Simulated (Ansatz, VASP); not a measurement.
# Fe in VASP and in Ansatz

File INCAR:

```
PREC = Accurate
ENCUT = 520
EDIFF = 1E-6
ISMEAR = 0
SIGMA = 0.1
LREAL = False
LASPH = True
NELM = 150
ALGO = Normal
ISIF = 2
LWAVE = False
LCHARG = True
ISPIN = 2
MAGMOM = 2.6 2.6
LORBIT = 11
LMAXMIX = 4
GGA = PE
LELF = True
LVHAR = True
NBANDS = 19
```

The input KPOINTS:

```
regular mesh
0
Gamma
  6 12 12
```

File POSCAR:

```
Fe
1.0
    0.0000000000      3.5570000000      3.5570000000
    1.7785000000      0.0000000000      1.7785000000
    1.7785000000      1.7785000000      0.0000000000
Fe
2
Direct
    0.0000000000      0.0000000000      0.0000000000
    0.5000000000      0.0000000000      0.0000000000
```

Input for Ansatz:

```yaml
crystal:
  lattice:
    - [0.0, 3.557, 3.557]
    - [1.7785, 0.0, 1.7785]
    - [1.7785, 1.7785, 0.0]
  atoms:
    - { symbol: Fe, position: [0.0, 0.0, 0.0], spin: 2.6 }
    - { symbol: Fe, position: [0.5, 0.0, 0.0], spin: 2.6 }
magnetization:
  spin_polarized: true
hamiltonian:
  xc: pbe
  pseudopotentials: { kind: paw }
basis:
  ecutwfc: 420
kpoints:
  mp_grid: { grid: [6, 12, 12] }
scf:
  occupations: { method: gaussian, width: 0.1 }
  lower_state_search: "off"
output:
  forces: true
  stress: true
```

Change from the starting cell: moments ++ scaled by 0.65, plain SCF.

Alike in both runs: task single point; functional PBE; k mesh 6 × 12 × 12; occupations gaussian, width 0.1 eV; collinear spin.

|  | VASP | Ansatz |
| --- | --- | --- |
| version | VASP 6.6.1 | Ansatz 0.2.0 |
| potentials or method | VASP PAW PBE potentials, release 64 (Fe), cutoff 520 eV | PAW, plane waves, scalar-relativistic |
| valence electrons in the cell | 16 | 32 |

|  | VASP | Ansatz | Ansatz less VASP |
| --- | --- | --- | --- |
| pressure (GPa) | -10.3 | -10.3 | -0.02 |
| net moment per atom (μB) | 1.38 | 1.36 | -0.017 |
| size of the moment on the site where the two differ most (μB) | 1.37 | 1.38 | +0.012 |

Site moments also hang on the region over which each program counts them. VASP's potentials hold 16 valence electrons a cell and Ansatz's 32, so a difference there can come from the potentials and not from the codes.
